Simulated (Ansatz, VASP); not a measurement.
**One calculation of Pb, two programs**

```
Pb
1.0
     0.00000    2.52356    2.52356
     2.52356    0.00000    2.52356
     2.52356    2.52356    0.00000
Pb
1
Direct
  0.00000 0.00000 0.00000
```

Alike in both runs: task single point; functional BLYP; dispersion D3(BJ); k mesh 9 × 9 × 9; occupations fermi-dirac, width 0.05 eV; no spin polarisation.

|  | VASP | Ansatz |
| --- | --- | --- |
| version | VASP 6.6.1 | Ansatz 0.2.0 |
| potentials or method | VASP PAW PBE potentials, release 64 (Pb_d) | Ansatz PAW |
| plane-wave cutoff (eV) | 520 | 420 |
| valence electrons in the cell | 14 | 14 |

|  | VASP | Ansatz | Ansatz less VASP |
| --- | --- | --- | --- |
| gap on the k mesh at the Fermi level (eV) | none | none | - |
| pressure (GPa) | -1.7 | -1.8 | -0.10 |

VASP's potentials were made for PBE, not for BLYP. A gap of «none» marks a metal or a gap that the smearing closes.

Neither program's run includes spin-orbit coupling.
